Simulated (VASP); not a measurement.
Write the native input for VASP 6.6.1 that does the following.

* Task: single point
* Functional: PBEsol
* Potentials or basis: VASP PAW PBE potentials, release 64 (C_h)
* Cutoff: 1300 eV
* k mesh: 9 × 9 × 6
* Occupations: fermi-dirac, width 0.03 eV
* Spin: no spin polarisation
* Dipole correction: no
* Further INCAR settings: ALGO = Normal; EDIFF = 1e-06; NBANDS = 16

The structure of C lies in POSCAR:

```
C
1.0
    2.4988516570      0.0000000000      0.0000000000
   -1.2494258285      2.1640690152      0.0000000000
    0.0000000000      0.0000000000      4.1609138812
C
4
Direct
    0.3333333333      0.6666666667      0.0003030097
    0.6666666667      0.3333333333      0.5003030097
    0.3333333333      0.6666666667      0.3746969903
    0.6666666667      0.3333333333      0.8746969903
```

These files were run (other wordings do the same):

INCAR

```
SYSTEM = C
PREC = Accurate ; ENCUT = 1300
EDIFF = 1E-6 ; ISMEAR = -1
SIGMA = 0.03 ; LREAL = .FALSE.
LASPH = .TRUE. ; NELM = 120
ALGO = Normal ; ISIF = 2
LWAVE = .FALSE. ; LCHARG = .FALSE.
GGA = PS ; NBANDS = 16
GGA_COMPAT = .FALSE.
```

KPOINTS

```
regular mesh
0
G
  9 9 6
  0 0 0
```

Potentials or basis: VASP PAW PBE potentials, release 64 (C_h).

The run is started by

```console
$ cat potpaw_PBE.64/C_h/POTCAR > POTCAR
$ mpirun -np 1 vasp_std > vasp.out
```

It gave:

```yaml
Pressure: 0.1 GPa
Band_gap_on_the_k_mesh: 3.05 eV (least direct gap 4.93 eV)
```

Caveat: the PAW data sets were made with another functional, which shifts forces and pressure a little.

Wall time 32 s on 1 thread of Intel(R) Xeon(R) Platinum 8559C (Emerald Rapids), on a shared host, peak memory 0.21 GiB.
